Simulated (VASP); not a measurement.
Set up this calculation in VASP 6.6.1, as the native input.

| Property | Result |
| --- | --- |
| Task | single point |
| Functional | r2SCAN |
| Potentials or basis | VASP PAW PBE potentials, release 64 (Si, Ge_d) |
| Cutoff | 520 eV |
| k mesh | 8 × 8 × 8 |
| Occupations | gaussian, width 0.02 eV |
| Spin | no spin polarisation |
| Dipole correction | no |
| Further INCAR settings | ALGO = Normal; EDIFF = 1e-07; NBANDS = 31 |

The system is Si7Ge.

```xyz
8
Lattice="5.4317 0.0000 0.0000 0.0000 5.4317 0.0000 0.0000 0.0000 5.4317" Properties=species:S:1:pos:R:3 pbc="T T T"
Si    1.3711    1.3711    1.3711
Si    0.0000    2.7159    2.7159
Si    2.7159    2.7159    0.0000
Si    2.7159    0.0000    2.7159
Si    4.0606    1.3711    4.0606
Si    4.0606    4.0606    1.3711
Si    1.3711    4.0606    4.0606
Ge    0.0000    0.0000    0.0000
```

One way to write it, as run:

POSCAR

```
Si7Ge
1.0
    5.4317318714      0.0000000000      0.0000000000
    0.0000000000      5.4317318714      0.0000000000
    0.0000000000      0.0000000000      5.4317318714
Si Ge
7 1
Direct
    0.2524296008      0.2524296008      0.2524296008
    0.0000000000      0.5000000000      0.5000000000
    0.5000000000      0.5000000000      0.0000000000
    0.5000000000      0.0000000000      0.5000000000
    0.7475703992      0.2524296008      0.7475703992
    0.7475703992      0.7475703992      0.2524296008
    0.2524296008      0.7475703992      0.7475703992
    0.0000000000      0.0000000000      0.0000000000
```

INCAR.step1

```
  PREC = Accurate
  ENCUT = 520
  ISMEAR = 0
  SIGMA = 0.02
  LREAL = False
  LASPH = True
  NELM = 80
  NBANDS = 31
  GGA = PE
  ALGO = Normal
  EDIFF = 1E-4
  LWAVE = True
  LCHARG = False
```

INCAR.step2

```
  PREC = Accurate
  ENCUT = 520
  EDIFF = 1E-7
  ISMEAR = 0
  SIGMA = 0.02
  LREAL = False
  LASPH = True
  NELM = 80
  ALGO = Normal
  ISIF = 2
  LWAVE = False
  LCHARG = True
  METAGGA = R2SCAN
  LMIXTAU = True
  LELF = True
  LVHAR = True
  NBANDS = 31
  ISTART = 1
```

KPOINTS

```
regular mesh
0
Gamma
  8 8 8
```

Potentials or basis: VASP PAW PBE potentials, release 64 (Si, Ge_d).

Launch:

```bash
$ cat potpaw_PBE.64/Si/POTCAR potpaw_PBE.64/Ge_d/POTCAR > POTCAR
$ cp INCAR.step1 INCAR
$ mpirun -np 1 vasp_std > vasp.out
$ cp INCAR.step2 INCAR
$ mpirun -np 1 vasp_std > vasp.out
```

Results of the run:

- Pressure: 1.8 GPa
- Largest force: 0.018 eV/Å
- Band gap on the k mesh: 0.56 eV

Caveat: the PAW data sets were made with another functional, which shifts forces and pressure a little.

Wall time 15 min on 1 thread of Intel Xeon 8259CL, with other jobs on the host, peak memory 0.34 GiB.
